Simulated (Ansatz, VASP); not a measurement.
# One calculation of GaN, two programs

```xyz
2
Lattice="0.0000 2.2384 2.2384 2.2384 0.0000 2.2384 2.2384 2.2384 0.0000" Properties=species:S:1:pos:R:3 pbc="T T T"
Ga    0.0000    0.0000    0.0000
N     1.1192    1.1192    1.1192
```

Alike in both runs: task single point; functional RPBE; k mesh 10 × 10 × 10; occupations fermi-dirac, width 0.05 eV; no spin polarisation.

|  | VASP | Ansatz |
| --- | --- | --- |
| version | VASP 6.6.1 | Ansatz 0.2.0 |
| potentials or method | VASP PAW PBE potentials, release 64 (Ga_d, N) | Ansatz PAW |
| plane-wave cutoff (eV) | 520 | 420 |
| valence electrons in the cell | 18 | 18 |

Ansatz gave:

```
gap on the k mesh at the Fermi level (eV) : 1.88
least direct gap on the mesh (eV)         : 1.88
pressure (GPa)                            : 13.4
```

Estimate VASP's values.

gap on the k mesh at the Fermi level (eV): 1.91; least direct gap on the mesh (eV): 1.91; pressure (GPa): 13.1.

VASP's potentials were made for PBE, not for RPBE.
